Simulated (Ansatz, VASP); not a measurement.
CaC2: VASP beside Ansatz

The input INCAR:

```
SYSTEM = CaC2
PREC = Accurate ; ENCUT = 520
EDIFF = 1E-7 ; ISMEAR = 0
SIGMA = 0.05 ; LREAL = .FALSE.
LASPH = .TRUE. ; NELM = 100
ALGO = Normal ; ISIF = 2
LWAVE = .FALSE. ; LCHARG = .TRUE.
GGA = CA ; LELF = .TRUE.
LVHAR = .TRUE. ; NBANDS = 16
```

KPOINTS

```
Automatic mesh
0
G
  10 10 10
  0 0 0
```

The input POSCAR:

```
CaC2
1.0
   -1.9342985994      1.9342985994      2.8819001182
    1.9342985994     -1.9342985994      2.8819001182
    1.9342985994      1.9342985994     -2.8819001182
Ca C
1 2
Direct
    0.0000000000      0.0000000000      0.0000000000
    0.5978927200      0.5978927200      0.0000000000
    0.4021072800      0.4021072800      0.0000000000
```

Input for Ansatz:

```yaml
crystal:
  lattice:
    - [-1.9342985994, 1.9342985994, 2.8819001182]
    - [1.9342985994, -1.9342985994, 2.8819001182]
    - [1.9342985994, 1.9342985994, -2.8819001182]
  atoms:
    - { symbol: Ca, position: [0.0, 0.0, 0.0] }
    - { symbol: C, position: [0.59789272, 0.59789272, 0.0] }
    - { symbol: C, position: [0.40210728, 0.40210728, 0.0] }
basis:
  ecutwfc: 420
kpoints:
  mp_grid: { grid: [10, 10, 10] }
hamiltonian:
  xc: lda
scf:
  occupations: { method: gaussian, width: 0.05 }
output:
  forces: true
  stress: true
  eigenvalues: true
```

Change from the starting cell: strain -0.1000 x Voigt [0, 0, 1, 0, 0, 0], atoms carried along.

Alike in both runs: task single point; functional LDA; k mesh 10 × 10 × 10; occupations gaussian, width 0.05 eV; no spin polarisation.

```csv
,VASP,Ansatz
version,VASP 6.6.1,Ansatz 0.2.0
potentials or method,"VASP PAW LDA potentials, release 64 (Ca_sv, C), cutoff 520 eV","scalar-relativistic, plane waves, PAW"
valence electrons in the cell,18,18
```

```tsv
	VASP	Ansatz	Ansatz less VASP
gap on the k mesh at the Fermi level (eV)	1.37	1.39	+0.015
least direct gap on the mesh (eV)	2.64	2.65	+0.011
pressure (GPa)	25.4	24.6	-0.78
traceless stress, the component that is largest in VASP (GPa)	57.21	56.08	-1.129
rms of the force components (eV/Å)	6.265	6.128	-0.1369
```

LDA's correlation is that of Perdew and Zunger in VASP and of Perdew and Wang (1992) in Ansatz. Atom by atom the forces differ by 0.137 eV/Å (rms over components).
